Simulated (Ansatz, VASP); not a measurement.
**One calculation of Pd3PtSe4, two programs**

```
Pd Pt Se
1.0
     6.82752    0.00000    0.00000
     0.00000    6.82752    0.00000
     0.00000    0.00000    7.06398
Pd Pt Se
6 2 8
Cartesian
  1.7777 3.6342 3.5320
  5.0499 3.1933 3.5320
  3.6342 5.0499 0.0000
  3.1933 1.7777 0.0000
  0.0000 0.0000 5.2980
  0.0000 0.0000 1.7660
  0.0000 3.4138 0.0000
  3.4138 0.0000 3.5320
  1.3121 2.1149 5.4588
  1.3121 2.1149 1.6052
  5.5154 4.7127 1.6052
  5.5154 4.7127 5.4588
  2.1149 5.5154 1.9268
  2.1149 5.5154 5.1372
  4.7127 1.3121 5.1372
  4.7127 1.3121 1.9268
```

Alike in both runs: functional PBE; k mesh 2 × 2 × 2; occupations gaussian, width 0.15 eV; no spin polarisation.

Ansatz relaxed the structure, and its values are those at the end. VASP's run is a single point on that final structure, the one shown.

|  | VASP | Ansatz |
| --- | --- | --- |
| version | VASP 6.6.1 | Ansatz 0.2.0 |
| potentials or method | VASP PAW PBE potentials, release 64 (Pd, Pt, Se), cutoff 520 eV | scalar-relativistic, plane waves, PAW |
| valence electrons in the cell | 128 | 272 |

```csv
,VASP,Ansatz,Ansatz less VASP
gap on the k mesh at the Fermi level (eV),none,none,-
pressure (GPa),0.1,0.1,-0.01
rms of the force components (eV/Å),0.009,0.007,-0.0018
```

A gap of «none» marks a metal or a gap that the smearing closes. With one functional, cell and mesh, what is left measures potentials, basis and numerics. VASP's potentials hold 128 valence electrons a cell and Ansatz's 272, so a difference there can come from the potentials and not from the codes.

The k mesh is coarse, so the values compare programs but aren't converged. Spin-orbit coupling is off throughout.
